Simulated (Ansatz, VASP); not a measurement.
BN in VASP and in Ansatz

INCAR

```
SYSTEM = BN
PREC = Accurate
ENCUT = 520
EDIFF = 1E-6
ISMEAR = 0
SIGMA = 0.05
LREAL = .False.
LASPH = .True.
NELM = 80
ALGO = Normal
ISIF = 2
LWAVE = .False.
LCHARG = .True.
GGA = PE
LELF = .True.
LVHAR = .True.
NBANDS = 16
```

Contents of KPOINTS:

```
Automatic mesh
0
Gamma
  12 12 4
  0 0 0
```

File POSCAR:

```
BN
1.0
    2.5121751215      0.0000000000      0.0000000000
   -1.2560875608      2.1756074740      0.0000000000
    0.0000000000      0.0000000000      8.3436910039
B N
2 2
Direct
    0.4221292984      0.7316698246      0.2500000000
    0.6666666667      0.3333333333      0.7500000000
    0.3333333333      0.6666666667      0.7500000000
    0.6666666667      0.3333333333      0.2500000000
```

Input for Ansatz:

```yaml
crystal:
  lattice:
    - [2.5121751215, 0.0, 0.0]
    - [-1.2560875608, 2.175607474, 0.0]
    - [0.0, 0.0, 8.3436910039]
  atoms:
    - { symbol: B, position: [0.4221292984, 0.7316698246, 0.25] }
    - { symbol: B, position: [0.6666666667, 0.3333333333, 0.75] }
    - { symbol: "N", position: [0.3333333333, 0.6666666667, 0.75] }
    - { symbol: "N", position: [0.6666666667, 0.3333333333, 0.25] }
basis:
  ecutwfc: 420
kpoints:
  mp_grid: { grid: [12, 12, 4] }
hamiltonian:
  xc: pbe
scf:
  occupations: { method: gaussian, width: 0.05 }
output:
  forces: true
  stress: true
  eigenvalues: true
```

Alike in both runs: task single point; functional PBE; k mesh 12 × 12 × 4; occupations gaussian, width 0.05 eV; no spin polarisation.

```csv
,VASP,Ansatz
version,VASP 6.6.1,Ansatz 0.2.0
potentials or method,"VASP PAW PBE potentials, release 64 (B, N), cutoff 520 eV","scalar-relativistic, plane waves, PAW"
valence electrons in the cell,16,16
```

Ansatz gave:

| Item | Value |
| --- | --- |
| gap on the k mesh at the Fermi level (eV) | 3.04 |
| least direct gap on the mesh (eV) | 3.52 |
| pressure (GPa) | 5.1 |
| traceless stress, the component that is largest in VASP (GPa) | 9.33 |
| rms of the force components (eV/Å) | 2.710 |

Q: What did VASP give for the same quantities?

A: gap on the k mesh at the Fermi level (eV): 3.03; least direct gap on the mesh (eV): 3.52; pressure (GPa): 5.1; traceless stress, the component that is largest in VASP (GPa): 9.37; rms of the force components (eV/Å): 2.703.

Atom by atom the forces differ by 0.007 eV/Å (rms over components).
